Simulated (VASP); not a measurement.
W, 1 atom in the cell. The structure is cubic, space group Im-3m (No. 229). The conventional cell has a = 3.165 Å, b = 3.165 Å, c = 3.165 Å, α = 90.00°, β = 90.00°, γ = 90.00°. W (site symmetry m-3m) has 14 W at 2.74 to 3.16 Å within 3.6 Å. 

- Program: VASP 6.6.1
- Task: single point
- Functional: PBE
- Potentials or basis: VASP PAW PBE potentials, release 64 (W_sv)
- Cutoff: 520 eV
- k mesh: 17 × 17 × 17
- Occupations: fermi-dirac, width 0.03 eV
- Spin: collinear spin, ferromagnetic start
- Starting moments: [0.6] μB
- Fixed moment: 0.6 μB
- Dipole correction: no
- Further INCAR settings: ALGO = Normal; EDIFF = 1e-07; NBANDS = 17

Potentials or basis: VASP PAW PBE potentials, release 64 (W_sv).

Run with:

```console
$ cat potpaw_PBE.64/W_sv/POTCAR > POTCAR
$ mpirun -np 1 vasp_std > vasp.out
```

Hardware: 1 thread of Intel Xeon 8259CL, on a shared host.

**Question.** Estimate the wall time of this run.

**Answer.** It took 96 s on 1 thread of Intel Xeon 8259CL (shared host), peak memory 0.18 GiB. Counts: scf iterations 14, k points 165.
